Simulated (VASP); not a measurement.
# Ti (Pm-3m) in VASP: a series of runs

Ti is run at these levels: PBE; tasks: single point.

All numbers are computed with VASP 6.6.1; they aren't measurements. Logs are shortened: lines on timing, memory, paths and dates and some standing lists are left out, and cuts for length are marked.

### Step 1. The cell of the first run

The structure is cubic, space group Pm-3m (No. 221). Conventional cell: a = 2.645 Å, b = 2.645 Å, c = 2.645 Å, α = 90.00°, β = 90.00°, γ = 90.00°. Within 3.5 Å of Ti (site symmetry m-3m) lie 6 Ti at 2.64 Å.

### Step 2. Single point, PBE, non-collinear spin, zero start, spin-orbit coupling

Contents of INCAR:

```
ALGO     = Normal         # electronic algorithm
EDIFF    = 1E-6           # SCF threshold, eV
ENCUT    = 520            # plane-wave cutoff, eV
GGA      = PE             # functional
GGA_COMPAT= False        
ISIF     = 2              # what is computed and relaxed
ISMEAR   = -1             # smearing method
LASPH    = True           # aspherical terms in the spheres
LCHARG   = False          # write CHGCAR
LMAXMIX  = 4              # l up to which the mixer works
LORBIT   = 11             # projections on sites
LORBMOM  = True         
LREAL    = False          # projectors in reciprocal space
LSORBIT  = True           # spin-orbit coupling
LWAVE    = False          # write WAVECAR
MAGMOM   = 0 0 0          # initial moments
NBANDS   = 23             # bands
NELM     = 150            # most SCF steps
PREC     = Accurate       # precision mode
SIGMA    = 0.1            # smearing width, eV
```

Contents of KPOINTS:

```
k-points
0
Gamma
  12 12 12
```

Contents of POSCAR:

```
Ti
1.0
    2.6449927443      0.0000000000      0.0000000000
    0.0000000000      2.6449927443      0.0000000000
    0.0000000000      0.0000000000      2.6449927443
Ti
1
Direct
    0.0000000000      0.0000000000      0.0000000000
```

Potentials or basis: VASP PAW PBE potentials, release 64 (Ti_sv).

On the command line:

```bash
> cat potpaw_PBE.64/Ti_sv/POTCAR > POTCAR
> mpirun -np 1 vasp_ncl > vasp.out
```

OUTCAR:

```text
EDIFF = 1E-6
   ENCUT = 520
   GGA = PE
   ISIF = 2
   ISMEAR = -1
   LASPH = True
   LORBIT = 11
   LREAL = False
   LSORBIT = True
   NELM = 150
   PREC = Accurate

 ion  position               nearest neighbor table
   1  0.000  0.000  0.000-

  LATTYP: Found a simple cubic cell.
 ALAT       =     2.6449927443

  Lattice vectors:

 A1 = (   2.6449927443,   0.0000000000,   0.0000000000)
 A2 = (   0.0000000000,   2.6449927443,   0.0000000000)
 A3 = (   0.0000000000,   0.0000000000,   2.6449927443)

Analysis of symmetry for initial positions (statically):
=====================================================================
 Subroutine PRICEL returns:
 Original cell was already a primitive cell.

 Routine SETGRP: Setting up the symmetry group for a
 simple cubic supercell.

 Subroutine GETGRP returns: Found 48 space group operations
 (whereof 48 operations were pure point group operations)
 out of a pool of 48 trial point group operations.

The static configuration has the point symmetry O_h .

Analysis of symmetry for dynamics (positions and initial velocities):
=====================================================================
 Subroutine PRICEL returns:
 Original cell was already a primitive cell.

 Routine SETGRP: Setting up the symmetry group for a
 simple cubic supercell.

 Subroutine GETGRP returns: Found 48 space group operations
 (whereof 48 operations were pure point group operations)
 out of a pool of 48 trial point group operations.

The dynamic configuration has the point symmetry O_h .

Analysis of structural, dynamic, and magnetic symmetry:
=====================================================================
 Subroutine PRICEL returns:
 Original cell was already a primitive cell.

 Routine SETGRP: Setting up the symmetry group for a
 simple cubic supercell.

 Subroutine GETGRP returns: Found 48 space group operations
 (whereof 48 operations were pure point group operations)
 out of a pool of 48 trial point group operations.

The overall configuration has the point symmetry O_h .

 Subroutine INISYM returns: Found 48 space group operations
 (whereof 48 operations are pure point group operations),
 and found     1 'primitive' translations

----------------------------------------------------------------------------------------

                                     Primitive cell

  volume of cell :      18.5043

  direct lattice vectors                    reciprocal lattice vectors
     2.644992744  0.000000000  0.000000000     0.378072871  0.000000000  0.000000000
     0.000000000  2.644992744  0.000000000     0.000000000  0.378072871  0.000000000
     0.000000000  0.000000000  2.644992744     0.000000000  0.000000000  0.378072871

  length of vectors
     2.644992744  2.644992744  2.644992744     0.378072871  0.378072871  0.378072871

  position of ions in fractional coordinates (direct lattice)
     0.000000000  0.000000000  0.000000000

  ion indices of the primitive-cell ions
   primitive index   ion index
                 1           1

----------------------------------------------------------------------------------------

 KPOINTS: k-points

Automatic generation of k-mesh.
 Grid dimensions read from file:
 generate k-points for:   12   12   12

 Generating k-lattice:

  Cartesian coordinates                     Fractional coordinates (reciprocal lattice)
     0.031506073  0.000000000  0.000000000     0.083333333  0.000000000  0.000000000
     0.000000000  0.031506073  0.000000000     0.000000000  0.083333333  0.000000000
     0.000000000  0.000000000  0.031506073     0.000000000  0.000000000  0.083333333

  Length of vectors
     0.031506073  0.031506073  0.031506073

  Shift w.r.t. Gamma in fractional coordinates (k-lattice)
     0.000000000  0.000000000  0.000000000

 Subroutine IBZKPT returns following result:
 ===========================================

 Found     84 irreducible k-points:

 Following reciprocal coordinates:
            Coordinates               Weight
  0.000000  0.000000  0.000000      1.000000
  0.083333  0.000000  0.000000      6.000000
  0.166667  0.000000  0.000000      6.000000
  0.250000  0.000000  0.000000      6.000000
  0.333333  0.000000  0.000000      6.000000
  0.416667  0.000000  0.000000      6.000000
[... 16 lines left out ...]
  0.333333  0.333333  0.000000     12.000000
  0.416667  0.333333  0.000000     24.000000
 [... further k-points ...]
   k-points           NKPTS =     84   k-points in BZ     NKDIM =     84   number of bands    NBANDS=     23
   number of dos      NEDOS =    301   number of ions     NIONS =      1
   total plane-waves  NPLWV =   8000
   dimension x,y,z NGX =    20 NGY =   20 NGZ =   20
   dimension x,y,z NGXF=    40 NGYF=   40 NGZF=   40
   ions per type =               1
   NGX,Y,Z   is equivalent  to a cutoff of  12.57, 12.57, 12.57 a.u.
   NGXF,Y,Z  is equivalent  to a cutoff of  25.14, 25.14, 25.14 a.u.
 SYSTEM =  unknown system
   PREC   = accura    normal or accurate (medium, high low for compatibility)
   ISTART =      0    job   : 0-new  1-cont  2-samecut
   ICHARG =      2    charge: 1-file 2-atom 10-const
   ISPIN  =      1    spin polarized calculation?
   LNONCOLLINEAR =      T non collinear calculations
   LSORBIT =      T    spin-orbit coupling
   LASPH  =      T    aspherical Exc in radial PAW
   ENCUT  =  520.0 eV  38.22 Ry    6.18 a.u.   4.92  4.92  4.92*2*pi/ulx,y,z
   NELM   =    150;   NELMIN=  2; NELMDL= -5     # of ELM steps
   EDIFF  = 0.1E-05   stopping-criterion for ELM
   LREAL  =      F    real-space projection
   EDIFFG = 0.1E-04   stopping-criterion for IOM
   NSW    =      0    number of steps for IOM
   IBRION =     -1    ionic relax: 0-MD 1-quasi-New 2-CG
   NFREE  =      0    steps in history (QN), initial steepest desc. (CG)
   ISIF   =      2    stress and relaxation
   ISYM   =      2    0-nonsym 1-usesym 2-fastsym
   POTIM  = 0.5000    time-step for ionic-motion
   TEBEG  =    0.0;   TEEND  =   0.0 temperature during run
   PSTRESS=    0.0 pullay stress
   NELECT =      12.0000    total number of electrons
   NUPDOWN=      -1.0000    fix difference up-down
   EMIN   =  10.00;   EMAX   =-10.00  energy-range for DOS
   EFERMI =   0.00;   METHOD = LEGACY
   ISMEAR =    -1;   SIGMA  =   0.10  broadening in eV -4-tet -1-fermi 0-gaus
   EFERMI_NEDOS =   21; number of points for ismear=-14 and -15
   IALGO  =     38    algorithm
   IMIX   =      4    mixing-type and parameters
     AMIX     =   0.40;   BMIX     =  1.00
     AMIX_MAG =   1.60;   BMIX_MAG =  1.00
  volume/ion in A,a.u.               =      18.50       124.87
  Fermi-wavevector in a.u.,A,eV,Ry     =   1.417025  2.677788 27.319942  2.007959
  Thomas-Fermi vector in A             =   2.538298
   LORBIT       =     11    0 simple, 1 ext, 2 COOP (PROOUT), +10 PAW based schemes
   GGA     = PE    functional components
   LHFCALC =     F    Hartree Fock is set to
   AEXX    =    0.0000 exact exchange contribution
   IVDW    =     0    specifies the selected vdW correction
   LEPSILON=     F    determine dielectric tensor
   LRPA    =     F    only Hartree local field effects (RPA)
  energy-cutoff  :      520.00
  volume of cell :       18.50
 maximum number of plane-waves:      1032
 NGX is ok and might be reduce to    20
   NGX =  9   NGY =  9   NGZ =  9

 number of electron      12.0000000 magnetization       0.0000000      0.0000000      0.0000000

 number of electron      11.9999993 magnetization      -0.0000000      0.0000000      0.0000000

 number of electron      11.9999993 magnetization       0.0000000     -0.0000000     -0.0000000

 Free energy of the ion-electron system (eV)
  ---------------------------------------------------
  ext. energy  EPLUGINS =         0.00000000
  ---------------------------------------------------
  free energy    TOTEN  =        -7.03825540 eV

  energy without entropy =       -6.96121974  energy(sigma->0) =       -6.99973757

 E-fermi :   7.4963     XC(G=0): -11.0969

 val. band max:        7.4956041817   @ k =   0.5000   0.1667   0.0000
 cond. band min:       7.5083560869   @ k =   0.3333   0.3333   0.3333
 fundamental gap:      0.0127519052
 Fermi energy:         7.4963089750

 k-point     1 :       0.0000    0.0000    0.0000
  band No.  band energies     occupation
      1     -49.0983      1.00000
      2     -49.0983      1.00000
      3     -25.3356      1.00000
      4     -25.3356      1.00000
      5     -24.6743      1.00000
      6     -24.6743      1.00000
[... 15 lines left out ...]
     22      23.0350      0.00000
     23      23.1341      0.00000

 k-point     2 :       0.0833    0.0000    0.0000
  band No.  band energies     occupation
      1     -49.0903      1.00000
      2     -49.0903      1.00000
      3     -25.3527      1.00000
      4     -25.3527      1.00000
      5     -24.7114      1.00000
      6     -24.7114      1.00000
[... 15 lines left out ...]
     22      21.7840      0.00000
     23      23.3561      0.00000

 k-point     3 :       0.1667    0.0000    0.0000
  band No.  band energies     occupation
      1     -49.0682      1.00000
      2     -49.0682      1.00000
      3     -25.4143      1.00000
      4     -25.4143      1.00000
      5     -24.7960      1.00000
      6     -24.7960      1.00000
[... 15 lines left out ...]
     22      19.5543      0.00000
     23      24.1732      0.00000
[... 495 lines left out ...]
 k-point    23 :       0.3333    0.3333    0.0000
  band No.  band energies     occupation
      1     -48.9196      1.00000
      2     -48.9196      1.00000
      3     -25.7577      1.00000
      4     -25.7577      1.00000
      5     -25.2400      1.00000
      6     -25.2400      1.00000
[... 15 lines left out ...]
     22      16.1101      0.00000
     23      19.5315      0.00000

 k-point    24 :       0.4167    0.3333    0.0000
  band No.  band energies     occupation
      1     -48.8978      1.00000
      2     -48.8978      1.00000
      3     -25.8233      1.00000
      4     -25.8233      1.00000
      5     -25.2915      1.00000
      6     -25.2915      1.00000
[... 15 lines left out ...]
     22      14.9342      0.00000
     23      19.8818      0.00000

 [... further k-points ...]
[... 5 lines left out ...]
  --------------------------------------------------------------------------------------
  -------------------------------------------------------------------------------------
  Total       -0.0128962     -0.0128962     -0.0128962      0.0000000      0.0000000     -0.0000000
  in kB       -1.1165994     -1.1165994     -1.1165994      0.0000000      0.0000000     -0.0000000
  external PRESSURE =      -1.1165994 kB  Pullay stress =       0.0000000 kB

 VOLUME and BASIS-vectors are now :
 -----------------------------------------------------------------------------
  energy-cutoff  :      520.00
  volume of cell :       18.50
      direct lattice vectors                 reciprocal lattice vectors
     2.644992744  0.000000000  0.000000000     0.378072871  0.000000000  0.000000000
     0.000000000  2.644992744  0.000000000     0.000000000  0.378072871  0.000000000
     0.000000000  0.000000000  2.644992744     0.000000000  0.000000000  0.378072871

 POSITION                                       TOTAL-FORCE (eV/Angst)
 -----------------------------------------------------------------------------------
      0.00000      0.00000      0.00000         0.000000      0.000000      0.000000
 -----------------------------------------------------------------------------------
    total drift:                               -0.000000      0.000000     -0.000000

  FREE ENERGIE OF THE ION-ELECTRON SYSTEM (eV)
  ---------------------------------------------------
  free  energy   TOTEN  =        -7.0382554020 eV

  energy  without entropy=       -6.9612197426  energy(sigma->0) =       -6.99973757

 orbital moment (x)

 # of ion     p       d       tot
 ----------------------------------------
  1         0.000  -0.000  -0.000
 ----------------------------------------
            0.000  -0.000  -0.000

 orbital moment (y)

 # of ion     p       d       tot
 ----------------------------------------
  1        -0.000   0.000   0.000
 ----------------------------------------
           -0.000   0.000   0.000

 orbital moment (z)

 # of ion     p       d       tot
 ----------------------------------------
  1         0.000   0.000   0.000
 ----------------------------------------
            0.000   0.000   0.000

 Spin-Orbit-Coupling matrix elements

 Ion:    1  E_soc:     -0.0113062
 l=   1
     0.0000000    -0.0017734    -0.0017734
    -0.0017734     0.0000000    -0.0017734
    -0.0017734    -0.0017734     0.0000000
 l=   2
     0.0000000    -0.0000178     0.0000000    -0.0000178    -0.0000932
    -0.0000178     0.0000000    -0.0000699    -0.0000178    -0.0000233
     0.0000000    -0.0000699     0.0000000    -0.0000699     0.0000000
    -0.0000178    -0.0000178    -0.0000699     0.0000000    -0.0000233
    -0.0000932    -0.0000233     0.0000000    -0.0000233     0.0000000
 l=   3
     0.0000000     0.0000000     0.0000000     0.0000000     0.0000000     0.0000000     0.0000000
     0.0000000     0.0000000     0.0000000     0.0000000     0.0000000     0.0000000     0.0000000
     0.0000000     0.0000000     0.0000000     0.0000000     0.0000000     0.0000000     0.0000000
     0.0000000     0.0000000     0.0000000     0.0000000     0.0000000     0.0000000     0.0000000
     0.0000000     0.0000000     0.0000000     0.0000000     0.0000000     0.0000000     0.0000000
     0.0000000     0.0000000     0.0000000     0.0000000     0.0000000     0.0000000     0.0000000
     0.0000000     0.0000000     0.0000000     0.0000000     0.0000000     0.0000000     0.0000000

 total charge

# of ion       s       p       d       tot
------------------------------------------
    1        2.249   6.066   2.047  10.362

 magnetization (x)

# of ion       s       p       d       tot
------------------------------------------
    1       -0.000  -0.000   0.000  -0.000

 magnetization (y)

# of ion       s       p       d       tot
------------------------------------------
    1        0.000  -0.000  -0.000   0.000

 magnetization (z)

# of ion       s       p       d       tot
------------------------------------------
    1        0.000  -0.000  -0.000   0.000
```

Wall time 50 s (1 thread of Intel Xeon Platinum 8488C (Sapphire Rapids), shared host); peak memory 0.19 GiB.

Results:

```yaml
Free_energy: -7.0383 eV
Pressure: -0.1 GPa
Net_moment: 0.00 μB per cell
Valence_electrons_inside_the_program's_atomic_spheres: Ti 10.36
```

Moments on the atoms (μB; x, y, z):
```
Ti  0.00 0.00 0.00
```

(Part 1 of 2 ends here.)
